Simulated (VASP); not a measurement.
Input of a VASP 6.6.1 run:

INCAR

```
  ALGO = Normal
  EDIFF = 1E-6
  ENCUT = 520
  GGA = PE
  ISIF = 2
  ISMEAR = 0
  LASPH = T
  LCHARG = F
  LREAL = F
  LWAVE = F
  NBANDS = 26
  NELM = 60
  PREC = Accurate
  SIGMA = 0.05
```

The input KPOINTS:

```
k-points
0
Gamma
  6 6 6
```

File POSCAR:

```
SiC
1.0
    4.3797281854      0.0000000000      0.0000000000
    0.0000000000     -4.3797281854      0.0000000000
    0.0000000000      0.0000000000     -4.3797281854
Si C
4 4
Direct
    0.0000000000      0.0000000000      0.0000000000
    0.5000000000      0.5000000000      0.0000000000
    0.5000000000      0.0000000000      0.5000000000
    0.0000000000      0.5000000000      0.5000000000
    0.7500000000      0.7500000000      0.7500000000
    0.2500000000      0.2500000000      0.7500000000
    0.2500000000      0.7500000000      0.2500000000
    0.7500000000      0.2500000000      0.2500000000
```

Potentials or basis: VASP PAW PBE potentials, release 64 (Si, C).

The run is started by

```sh
$ cat potpaw_PBE.64/Si/POTCAR potpaw_PBE.64/C/POTCAR > POTCAR
$ mpirun -np 1 vasp_std > vasp.out
```

**Question.** Predict the pressure.

**Answer.** 0.0 GPa.

**Question.** Predict the band gap on the k mesh.

**Answer.** 1.37 eV.

A k mesh can miss the band edges.
